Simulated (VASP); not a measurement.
# MnO2 (Pnma) in VASP: notebook, part 2 of 3

VASP 6.6.1. The steps go on from the part before.

### 3 Single point, PBE+U, collinear spin, ferromagnetic start

This run uses another cell than the first one, of the same volume but with other edges.

INCAR

```
PREC     = Accurate       # precision mode
ENCUT    = 520            # plane-wave cutoff, eV
EDIFF    = 1E-6           # SCF threshold, eV
ISMEAR   = 0              # smearing method
SIGMA    = 0.05           # smearing width, eV
LREAL    = F              # projectors in reciprocal space
LASPH    = T              # aspherical terms in the spheres
NELM     = 150            # most SCF steps
ALGO     = Normal         # electronic algorithm
ISIF     = 2              # what is computed and relaxed
LWAVE    = F              # write WAVECAR
LCHARG   = F              # write CHGCAR
ISPIN    = 2              # spin polarisation
MAGMOM   = 3 3 3 3 0 0 0 0 0 0 0 0 # initial moments
LORBIT   = 11             # projections on sites
LMAXMIX  = 4              # l up to which the mixer works
LDAU     = T              # DFT+U
LDAUTYPE = 2            
LDAUL    = 2 -1           # shell
LDAUU    = 3.9 0          # U, eV
LDAUJ    = 0 0          
LDAUPRINT= 1            
GGA      = PE             # functional
NBANDS   = 66             # bands
```

KPOINTS

```
Automatic mesh
0
Gamma
  2 6 4
```

POSCAR

```
MnO2
1.0
    9.2640000000      0.0000000000      0.0000000000
    0.0000000000      2.8590000000      0.0000000000
    0.0000000000      0.0000000000      4.5130000000
Mn O
4 8
Direct
    0.1390000000      0.2500000000      0.0290000000
    0.8610000000      0.7500000000      0.9710000000
    0.3610000000      0.7500000000      0.5290000000
    0.6390000000      0.2500000000      0.4710000000
    0.7910000000      0.2500000000      0.2150000000
    0.2090000000      0.7500000000      0.7850000000
    0.7090000000      0.7500000000      0.7150000000
    0.2910000000      0.2500000000      0.2850000000
    0.9450000000      0.2500000000      0.7230000000
    0.0550000000      0.7500000000      0.2770000000
    0.5550000000      0.7500000000      0.2230000000
    0.4450000000      0.2500000000      0.7770000000
```

Potentials or basis: VASP PAW PBE potentials, release 64 (Mn_pv, O).

Command:

```console
$ cat potpaw_PBE.64/Mn_pv/POTCAR potpaw_PBE.64/O/POTCAR > POTCAR
$ mpirun -np 1 vasp_std > vasp.out
```

OUTCAR:

```text
PREC = Accurate
   ENCUT = 520
   EDIFF = 1E-6
   ISMEAR = 0
   LREAL = F
   LASPH = T
   NELM = 150
   ISIF = 2
   ISPIN = 2
   LORBIT = 11
   GGA = PE

 ion  position               nearest neighbor table
   1  0.139  0.250  0.029-   8 1.82   6 1.92   6 1.92  10 1.98  10 1.98   9 2.27   2 2.96   2 2.96

   2  0.861  0.750  0.971-   7 1.82   5 1.92   5 1.92   9 1.98   9 1.98  10 2.27   1 2.96   1 2.96

   3  0.361  0.750  0.529-   6 1.82   8 1.92   8 1.92  12 1.98  12 1.98  11 2.27   4 2.96   4 2.96

   4  0.639  0.250  0.471-   5 1.82   7 1.92   7 1.92  11 1.98  11 1.98  12 2.27   3 2.96   3 2.96

   5  0.791  0.250  0.215-   4 1.82   2 1.92   2 1.92
   6  0.209  0.750  0.785-   3 1.82   1 1.92   1 1.92
   7  0.709  0.750  0.715-   2 1.82   4 1.92   4 1.92
   8  0.291  0.250  0.285-   1 1.82   3 1.92   3 1.92
   9  0.945  0.250  0.723-   2 1.98   2 1.98   1 2.27
  10  0.055  0.750  0.277-   1 1.98   1 1.98   2 2.27
  11  0.555  0.750  0.223-   4 1.98   4 1.98   3 2.27
  12  0.445  0.250  0.777-   3 1.98   3 1.98   4 2.27

  LATTYP: Found a simple orthorhombic cell.
 ALAT       =     2.8590000000
 B/A-ratio  =     1.5785239594
 C/A-ratio  =     3.2402938090

  Lattice vectors:

 A1 = (   0.0000000000,   2.8590000000,   0.0000000000)
 A2 = (   0.0000000000,   0.0000000000,   4.5130000000)
 A3 = (   9.2640000000,   0.0000000000,   0.0000000000)

Analysis of symmetry for initial positions (statically):
=====================================================================
 Subroutine PRICEL returns:
 Original cell was already a primitive cell.

 Routine SETGRP: Setting up the symmetry group for a
 simple orthorhombic supercell.

 Subroutine GETGRP returns: Found  8 space group operations
 (whereof  2 operations were pure point group operations)
 out of a pool of  8 trial point group operations.

The static configuration has the point symmetry S_2 .
 The point group associated with its full space group is D_2h.

Analysis of symmetry for dynamics (positions and initial velocities):
=====================================================================
 Subroutine PRICEL returns:
 Original cell was already a primitive cell.

 Routine SETGRP: Setting up the symmetry group for a
 simple orthorhombic supercell.

 Subroutine GETGRP returns: Found  8 space group operations
 (whereof  2 operations were pure point group operations)
 out of a pool of  8 trial point group operations.

The dynamic configuration has the point symmetry S_2 .
 The point group associated with its full space group is D_2h.

Analysis of structural, dynamic, and magnetic symmetry:
=====================================================================
 Subroutine PRICEL returns:
 Original cell was already a primitive cell.

 Routine SETGRP: Setting up the symmetry group for a
 simple orthorhombic supercell.

 Subroutine GETGRP returns: Found  8 space group operations
 (whereof  2 operations were pure point group operations)
 out of a pool of  8 trial point group operations.

[... 290 lines left out ...]
  o =  0.5899  v =  0.0000 -0.0000 -0.1068  0.8497 -0.5163  0.0000  0.0000  0.0000  0.0000  0.0000      0.0000  0.0000  0.0000  0.0000  0.0000  0.0000  0.0000  0.0000  0.0000  0.0000
  o =  0.9540  v =  0.0000  0.0000  0.2012  0.5270  0.8257  0.0000  0.0000  0.0000  0.0000  0.0000      0.0000  0.0000  0.0000  0.0000  0.0000  0.0000  0.0000  0.0000  0.0000  0.0000
  o =  0.9558  v = -0.8118  0.5840 -0.0000  0.0000 -0.0000  0.0000  0.0000  0.0000  0.0000  0.0000      0.0000  0.0000  0.0000  0.0000  0.0000  0.0000  0.0000  0.0000  0.0000  0.0000
  o =  0.9644  v =  0.0000 -0.0000 -0.9737  0.0157  0.2272  0.0000  0.0000  0.0000  0.0000  0.0000      0.0000  0.0000  0.0000  0.0000  0.0000  0.0000  0.0000  0.0000  0.0000  0.0000

 number of electron     100.0000057 magnetization      12.0002000

 Free energy of the ion-electron system (eV)
  ---------------------------------------------------
  ext. energy  EPLUGINS =         0.00000000
  ---------------------------------------------------
  free energy    TOTEN  =       -82.35096579 eV

  energy without entropy =      -82.35096579  energy(sigma->0) =      -82.35096579

 E-fermi :   4.3213     XC(G=0): -11.6287

 val. band max:        4.1073872631   @ k =   0.0000   0.3333   0.0000
 cond. band min:       4.7520966979   @ k =   0.0000   0.3333   0.0000
 fundamental gap:      0.6447094348
 Fermi energy:         4.3212879086

 spin component 1

 k-point     1 :       0.0000    0.0000    0.0000
  band No.  band energies     occupation
      1     -46.5450      1.00000
      2     -46.5343      1.00000
      3     -46.5027      1.00000
      4     -46.4962      1.00000
      5     -46.4787      1.00000
      6     -46.4741      1.00000
[... 1549 lines left out ...]
     61       6.5091      0.00000
     62       6.5091      0.00000
 Fermi energy:         4.3212879086

 spin component 2

 k-point     1 :       0.0000    0.0000    0.0000
  band No.  band energies     occupation
      1     -42.9095      1.00000
      2     -42.9054      1.00000
      3     -42.9025      1.00000
      4     -42.9005      1.00000
      5     -42.8965      1.00000
      6     -42.8914      1.00000
[... 1549 lines left out ...]
     61       8.8176      0.00000
     62       8.8176      0.00000
 [bands above 62 left out]

------------------------ aborting loop because EDIFF is reached ----------------------------------------

  FORCE on cell =-STRESS in cart. coord.  units (eV):
  Direction    XX          YY          ZZ          XY          YZ          ZX
  --------------------------------------------------------------------------------------
  -------------------------------------------------------------------------------------
  Total        6.0640535      3.2613157     -8.7210641      0.0000000     -0.0000000      0.0000000
  in kB       81.2822223     43.7144876   -116.8966392      0.0000000     -0.0000000      0.0000000
  external PRESSURE =       2.7000236 kB  Pullay stress =       0.0000000 kB

 VOLUME and BASIS-vectors are now :
 -----------------------------------------------------------------------------
  energy-cutoff  :      520.00
  volume of cell :      119.53
      direct lattice vectors                 reciprocal lattice vectors
     9.264000000  0.000000000  0.000000000     0.107944732  0.000000000  0.000000000
     0.000000000  2.859000000  0.000000000     0.000000000  0.349772648  0.000000000
     0.000000000  0.000000000  4.513000000     0.000000000  0.000000000  0.221582096

 POSITION                                       TOTAL-FORCE (eV/Angst)
 -----------------------------------------------------------------------------------
      1.28770      0.71475      0.13088        -1.119722      0.000000      0.179613
      7.97630      2.14425      4.38212         1.119722      0.000000     -0.179613
      3.34430      2.14425      2.38738         1.119722      0.000000      0.179613
      5.91970      0.71475      2.12562        -1.119722      0.000000     -0.179613
      7.32782      0.71475      0.97030         1.145560      0.000000     -0.792110
      1.93618      2.14425      3.54270        -1.145560     -0.000000      0.792110
      6.56818      2.14425      3.22680        -1.145560     -0.000000     -0.792110
      2.69582      0.71475      1.28620         1.145560     -0.000000      0.792110
      8.75448      0.71475      3.26290         0.805644     -0.000000      3.401758
      0.50952      2.14425      1.25010        -0.805644      0.000000     -3.401758
      5.14152      2.14425      1.00640        -0.805644      0.000000      3.401758
      4.12248      0.71475      3.50660         0.805644      0.000000     -3.401758
 -----------------------------------------------------------------------------------
    total drift:                                0.000000     -0.000000     -0.000000

  FREE ENERGIE OF THE ION-ELECTRON SYSTEM (eV)
  ---------------------------------------------------
  free  energy   TOTEN  =       -82.3509657854 eV

  energy  without entropy=      -82.3509657854  energy(sigma->0) =      -82.35096579

 total charge

# of ion       s       p       d       tot
------------------------------------------
    1        0.334   6.408   4.819  11.561
    2        0.334   6.408   4.819  11.561
    3        0.334   6.408   4.819  11.561
    4        0.334   6.408   4.819  11.561
    5        1.572   3.474   0.000   5.046
    6        1.572   3.474   0.000   5.046
    7        1.572   3.474   0.000   5.046
    8        1.572   3.474   0.000   5.046
    9        1.597   3.293   0.000   4.890
   10        1.597   3.293   0.000   4.890
   11        1.597   3.293   0.000   4.890
   12        1.597   3.293   0.000   4.890
--------------------------------------------------
tot         14.014  52.699  19.276  85.989

 magnetization (x)

# of ion       s       p       d       tot
------------------------------------------
    1        0.025   0.035   3.216   3.276
    2        0.025   0.035   3.216   3.276
    3        0.025   0.035   3.216   3.276
    4        0.025   0.035   3.216   3.276
    5        0.001  -0.079   0.000  -0.078
    6        0.001  -0.079   0.000  -0.078
    7        0.001  -0.079   0.000  -0.078
    8        0.001  -0.079   0.000  -0.078
    9        0.002  -0.228   0.000  -0.226
   10        0.002  -0.228   0.000  -0.226
   11        0.002  -0.228   0.000  -0.226
   12        0.002  -0.228   0.000  -0.226
--------------------------------------------------
tot          0.112  -1.087  12.865  11.890
```

Wall time 5.7 min (1 thread of Oxide Virtual Turin-like, shared host); peak memory 0.4 GiB.

Results:

- Free energy: -82.3510 eV
- Pressure: 0.3 GPa
- Largest force: 3.496 eV/Å
- Band gap on the k mesh: 0.64 eV
- Net moment: 12.00 μB per cell
- Site moments: Mn +3.28; O -0.08, -0.23 (each value once) μB
- Valence electrons inside the program's atomic spheres: Mn 11.56; O 5.05, 4.89 (each value once)

Forces in eV/Å, atoms in the order of the input:
```
Mn  -1.120  0.000  0.180
Mn   1.120  0.000 -0.180
Mn   1.120  0.000  0.180
Mn  -1.120  0.000 -0.180
O    1.146  0.000 -0.792
O   -1.146  0.000  0.792
O   -1.146  0.000 -0.792
O    1.146  0.000  0.792
O    0.806  0.000  3.402
O   -0.806  0.000 -3.402
O   -0.806  0.000  3.402
O    0.806  0.000 -3.402
```

Eigenvalues of the final occupation matrices:
| site | spin | trace | eigenvalues |
| --- | --- | --- | --- |
| site 1 d | 1 | 4.03 | 0.57 0.59 0.95 0.96 0.96 |
| site 1 d | 2 | 0.81 | 0.07 0.08 0.09 0.27 0.30 |
| site 2 d | 1 | 4.03 | 0.57 0.59 0.95 0.96 0.96 |
| site 2 d | 2 | 0.81 | 0.07 0.08 0.09 0.27 0.30 |
| site 3 d | 1 | 4.03 | 0.57 0.59 0.95 0.96 0.96 |
| site 3 d | 2 | 0.81 | 0.07 0.08 0.09 0.27 0.30 |
| site 4 d | 1 | 4.03 | 0.57 0.59 0.95 0.96 0.96 |
| site 4 d | 2 | 0.81 | 0.07 0.08 0.09 0.27 0.30 |

Caveat: only a ferromagnetic start was run, and an antiferromagnetic order may lie lower in energy; forces of over 1 eV/Å act on the atoms, so gaps and moduli don't describe the material at rest. The state reached can hang on the start; a lower one may exist.

(Part 2 of 3 ends here.)
